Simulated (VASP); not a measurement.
Crystal: Au.

```
Au
1.0
     0.00000    2.03177    2.03177
     2.03177    0.00000    2.03177
     2.03177    2.03177    0.00000
Au
1
Cartesian
  0.0000 0.0000 0.0000
```

This cell differs from its parent crystal: volume scaled by 0.98.

Base run:

| Property | Result |
| --- | --- |
| Program | VASP 6.6.1 |
| Functional | PBE |
| Potentials or basis | VASP PAW PBE potentials, release 64 (Au) |
| Cutoff | 520 eV |
| k mesh | 14 × 14 × 14 |
| Occupations | fermi-dirac, width 0.08 eV |
| Spin | no spin polarisation |

Its results: pressure 11.5 GPa.

Task: The run is repeated on the same cell with these changes: dispersion from none to D3(BJ). What comes out?

Result: Pressure 4.7 GPa.

Dispersion adds attraction, which lowers the pressure at fixed volume and, as a term added to the energy, leaves the levels alone.

Caveats: spin-orbit coupling is left out, which moves the levels of the heavy elements; pairwise dispersion overbinds metals, which lowers pressure and volume (some runs).
